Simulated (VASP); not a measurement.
# Na3ScTe (P4mm) in VASP: a series of runs, part 2 of 2

VASP 6.6.1. The steps go on from the part before.

### Step 3. Relaxation of cell and atoms, PBE

This run uses another cell than the first one, of 20.66 Å³/atom.

File INCAR:

```
SYSTEM = Na3ScTe
PREC = Accurate
ENCUT = 600
EDIFF = 1E-6
ISMEAR = 0
SIGMA = 0.1
LREAL = .FALSE.
LASPH = .TRUE.
NELM = 100
ALGO = Normal
ISIF = 3
LWAVE = .FALSE.
LCHARG = .FALSE.
GGA = PE
IBRION = 2
NSW = 90
EDIFFG = -0.04
```

File KPOINTS:

```
Automatic mesh
0
G
  4 4 4
  0 0 0
```

File POSCAR:

```
Na3ScTe
1.0
    4.6405933300      0.0000000000      0.0000000000
    0.0000000000      4.6405933300      0.0000000000
    0.0000000000      0.0000000000      4.7969608000
Na Sc Te
3 1 1
Direct
    0.5000000000      0.0000000000      0.0263094300
    0.0000000000      0.0000000000      0.4318092100
    0.0000000000      0.5000000000      0.0263094300
    0.5000000000      0.5000000000      0.5027112200
    0.0000000000      0.0000000000      0.0128607100
```

Potentials or basis: VASP PAW PBE potentials, release 64 (Na_pv, Sc_sv, Te).

Run with:

```bash
cat potpaw_PBE.64/Na_pv/POTCAR potpaw_PBE.64/Sc_sv/POTCAR potpaw_PBE.64/Te/POTCAR > POTCAR
mpirun -np 1 vasp_std > vasp.out
```

OUTCAR:

```text
SYSTEM = Na3ScTe
   PREC = Accurate
   ENCUT = 600
   EDIFF = 1E-6
   ISMEAR = 0
   LREAL = .FALSE.
   LASPH = .TRUE.
   NELM = 100
   ISIF = 3
   GGA = PE
   IBRION = 2
   NSW = 90
   EDIFFG = -0.04

 ion  position               nearest neighbor table
   1  0.500  0.000  0.026-   5 2.32   5 2.32
   2  0.000  0.000  0.432-   5 2.01   5 2.79
   3  0.000  0.500  0.026-   5 2.32   5 2.32
   4  0.500  0.500  0.503-
   5  0.000  0.000  0.013-   2 2.01   1 2.32   3 2.32   3 2.32   1 2.32   2 2.79

  LATTYP: Found a simple tetragonal cell.
 ALAT       =     4.6405933300
 C/A-ratio  =     1.0336955770

  Lattice vectors:

 A1 = (   4.6405933300,   0.0000000000,   0.0000000000)
 A2 = (   0.0000000000,   4.6405933300,   0.0000000000)
 A3 = (   0.0000000000,   0.0000000000,   4.7969608000)

Analysis of symmetry for initial positions (statically):
=====================================================================
 Subroutine PRICEL returns:
 Original cell was already a primitive cell.

 Routine SETGRP: Setting up the symmetry group for a
 simple tetragonal supercell.

 Subroutine GETGRP returns: Found  8 space group operations
 (whereof  8 operations were pure point group operations)
 out of a pool of 16 trial point group operations.

The static configuration has the point symmetry C_4v.

Analysis of symmetry for dynamics (positions and initial velocities):
=====================================================================
 Subroutine PRICEL returns:
 Original cell was already a primitive cell.

 Routine SETGRP: Setting up the symmetry group for a
 simple tetragonal supercell.

 Subroutine GETGRP returns: Found  8 space group operations
 (whereof  8 operations were pure point group operations)
 out of a pool of 16 trial point group operations.

The dynamic configuration has the point symmetry C_4v.

 Subroutine INISYM returns: Found  8 space group operations
 (whereof  8 operations are pure point group operations),
 and found     1 'primitive' translations

----------------------------------------------------------------------------------------

[... 110 lines left out ...]
     AMIX     =   0.40;   BMIX     =  1.00
     AMIX_MAG =   1.60;   BMIX_MAG =  1.00
  volume/ion in A,a.u.               =      20.66       139.42
  Fermi-wavevector in a.u.,A,eV,Ry     =   1.173001  2.216650 18.720675  1.375931
  Thomas-Fermi vector in A             =   2.309421
   LORBIT       =      0    0 simple, 1 ext, 2 COOP (PROOUT), +10 PAW based schemes
   GGA     = PE    functional components
   LHFCALC =     F    Hartree Fock is set to
   AEXX    =    0.0000 exact exchange contribution
   IVDW    =     0    specifies the selected vdW correction
   LEPSILON=     F    determine dielectric tensor
   LRPA    =     F    only Hartree local field effects (RPA)
 conjugate gradient relaxation of ions
 non-spin polarized calculation
 Gauss-broadening in eV      SIGMA  =   0.10
  energy-cutoff  :      600.00
  volume of cell :      103.30
 maximum number of plane-waves:      3479
 NGX is ok and might be reduce to    40
   NGX = 19   NGY = 19   NGZ = 19

--------------------------------------- Ionic step        1  -------------------------------------------

 number of electron      37.9999993 magnetization

 Free energy of the ion-electron system (eV)
  ---------------------------------------------------
  ext. energy  EPLUGINS =         0.00000000
  ---------------------------------------------------
  free energy    TOTEN  =        -4.61221774 eV

  energy without entropy =       -4.58009623  energy(sigma->0) =       -4.59615698

 E-fermi :   5.1018     XC(G=0):  -9.3335

 val. band max:        5.0961782858   @ k =   0.5000   0.5000   0.2500
 cond. band min:       5.1129106289   @ k =   0.5000   0.2500   0.5000
 fundamental gap:      0.0167323430
 Fermi energy:         5.1018492235

 k-point     1 :       0.0000    0.0000    0.0000
  band No.  band energies     occupation
      1     -45.5300      2.00000
      2     -24.1746      2.00000
      3     -24.1490      2.00000
      4     -24.1490      2.00000
      5     -20.5074      2.00000
      6     -19.9220      2.00000
[... 567 lines left out ...]
  FREE ENERGIE OF THE ION-ELECTRON SYSTEM (eV)
  ---------------------------------------------------
  free  energy   TOTEN  =       -11.3560474028 eV

  energy  without entropy=      -11.3143453791  energy(sigma->0) =      -11.33519639

[... ionic steps 4 to 47 ...]

--------------------------------------- Ionic step       48  -------------------------------------------

 number of electron      37.9999996 magnetization

------------------------ aborting loop because EDIFF is reached ----------------------------------------
[... 73 lines left out ...]
--------------------------------------- Ionic step       50  -------------------------------------------

 number of electron      38.0000014 magnetization

 Free energy of the ion-electron system (eV)
  ---------------------------------------------------
  ext. energy  EPLUGINS =         0.00000000
  ---------------------------------------------------
  free energy    TOTEN  =       -14.09417517 eV

  energy without entropy =      -14.06533294  energy(sigma->0) =      -14.07975405

 E-fermi :   2.9949     XC(G=0):  -8.0422

 val. band max:        2.9395187423   @ k =   0.5000   0.2500   0.2500
 cond. band min:       2.9993714501   @ k =   0.5000   0.0000   0.0000
 fundamental gap:      0.0598527078
 Fermi energy:         2.9949232281

 k-point     1 :       0.0000    0.0000    0.0000
  band No.  band energies     occupation
      1     -47.6599      2.00000
      2     -26.3107      2.00000
      3     -26.3107      2.00000
      4     -26.2578      2.00000
      5     -22.0408      2.00000
      6     -22.0408      2.00000
[... 489 lines left out ...]
  FREE ENERGIE OF THE ION-ELECTRON SYSTEM (eV)
  ---------------------------------------------------
  free  energy   TOTEN  =       -14.0941751678 eV

  energy  without entropy=      -14.0653329360  energy(sigma->0) =      -14.07975405

 reached required accuracy - stopping structural energy minimisation
```

OSZICAR:

```text
N       E                     dE             d eps       ncg     rms          rms(c)
DAV:   1     0.500327353917E+03    0.50033E+03   -0.20965E+04   828   0.205E+03
DAV:   2     0.304407961629E+02   -0.46989E+03   -0.46675E+03   892   0.604E+02
DAV:   3    -0.601572723870E+01   -0.36457E+02   -0.36123E+02  1281   0.186E+02
[... 570 lines left out ...]
DAV:   2    -0.140951218500E+02   -0.95703E-03   -0.30904E-02  1097   0.134E+00    0.183E-01
DAV:   3    -0.140942743688E+02    0.84748E-03   -0.78157E-03  1170   0.495E-01    0.797E-02
DAV:   4    -0.140941827247E+02    0.91644E-04   -0.37387E-04  1011   0.211E-01    0.276E-02
DAV:   5    -0.140941754300E+02    0.72948E-05   -0.25235E-05  1131   0.528E-02    0.101E-02
DAV:   6    -0.140941751678E+02    0.26215E-06   -0.22676E-06   737   0.132E-02
  50 F= -.14094175E+02 E0= -.14079754E+02  d E =-.202283E-02
```

Run time: 29 min. Hardware: 1 thread of Intel Xeon Platinum 8488C (Sapphire Rapids), shared host; peak memory 0.28 GiB.

What came out:

```
Free energy                           : -14.0942 eV
Relaxed volume                        : 29.14 Å³/atom
Relaxed cell                          : a = 4.237 Å, b = 4.237 Å, c = 8.118 Å, α = 90.00°, β = 90.00°, γ = 90.00°
Space group after relaxing (to 0.1 Å) : P4mm (No. 99)
Energy gained by relaxing             : 1896.4 meV/atom
Ionic steps                           : 50
Pressure after relaxing               : 0.0 GPa
Largest force after relaxing          : 0.028 eV/Å
Band gap on the k mesh                : zero (bands 19 and 20 overlap by 0.94 eV)
```

Forces on the atoms (eV/Å):
```
Na   0.000  0.000  0.025
Na   0.000  0.000  0.004
Na   0.000  0.000  0.025
Sc   0.000  0.000 -0.028
Te   0.000  0.000 -0.026
```

The path:
```csv
step,energy change (eV),largest force (eV/Å),pressure (GPa),volume (Å³)
1,0.0000,10.9362,38.19,103.30
3,-6.7438,3.2500,6.55,153.99
5,-7.7041,0.5887,0.05,201.69
7,-7.7086,0.4734,-0.15,204.95
9,-7.7971,0.4095,-0.03,198.88
11,-7.8222,0.3131,0.14,195.07
13,-7.8329,0.1500,0.03,196.28
15,-7.8381,0.1504,-0.05,197.21
17,-7.8582,0.1732,-0.61,202.06
19,-7.8664,0.1837,-0.62,201.36
21,-7.9150,0.2043,-0.69,198.09
23,-8.2889,0.2332,-1.60,183.81
25,-8.7733,0.5236,-2.24,159.07
27,-8.7770,0.5210,-2.23,158.92
29,-8.7891,0.6318,-1.83,155.40
31,-8.8392,0.5540,-1.69,153.42
33,-9.0126,0.4283,-0.78,144.69
35,-9.0663,0.4330,0.31,138.04
37,-9.1538,0.5717,0.15,137.02
39,-9.2687,0.4904,-0.02,138.69
41,-9.2905,0.9684,1.04,145.38
43,-9.4480,0.3799,-0.20,145.82
45,-9.4668,0.2443,-0.04,145.41
47,-9.4799,0.0848,-0.10,146.25
49,-9.4813,0.0540,0.00,145.96
50,-9.4820,0.0276,0.05,145.71
```

Final structure:
```
Na Sc Te
1.0
     4.23657    0.00000    0.00000
     0.00000    4.23657    0.00000
     0.00000    0.00000    8.11832
Na Sc Te
3 1 1
Direct
  0.50000 0.00000 0.07173
  0.00000 0.00000 0.39736
  0.00000 0.50000 0.07173
  0.50000 0.50000 0.69373
  0.00000 0.00000 0.76546
```

Caveat: the volume moved by over 15 % at a fixed basis, so the end points are rough; spin-orbit coupling is left out, which moves the levels of the heavy elements.
